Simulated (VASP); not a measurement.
A run of VASP 6.6.1:

File INCAR:

```
SYSTEM = AgCl
PREC = Accurate
ENCUT = 520
EDIFF = 1E-8
ISMEAR = -1
SIGMA = 0.02
LREAL = .FALSE.
LASPH = .TRUE.
NELM = 100
ALGO = Normal
ISIF = 2
LWAVE = .FALSE.
LCHARG = .FALSE.
GGA = CA
LEFG = .TRUE.
NBANDS = 16
```

The input KPOINTS:

```
Automatic mesh
0
G
  8 8 8
  0 0 0
```

Contents of POSCAR:

```
AgCl
1.0
    0.0000000000      2.8275392985      2.8275392985
    2.8275392985      0.0000000000      2.8275392985
    2.8275392985      2.8275392985      0.0000000000
Ag Cl
1 1
Direct
    0.5000000000      0.5000000000      0.5000000000
    0.0000000000      0.0000000000      0.0000000000
```

Potentials or basis: VASP PAW LDA potentials, release 64 (Ag, Cl).

Run with:

```bash
$ cat potpaw_LDA.64/Ag/POTCAR potpaw_LDA.64/Cl/POTCAR > POTCAR
$ mpirun -np 1 vasp_std > vasp.out
```

Hardware: 1 thread of Intel(R) Xeon(R) 6975P-C (Granite Rapids), with other jobs on the host.

**Question.** Estimate the wall time of this run.

**Answer.** Run time: 8.9 s on 1 thread of Intel(R) Xeon(R) 6975P-C (Granite Rapids), on a shared host, peak memory 0.16 GiB. Counts: scf iterations 13, k points 29.
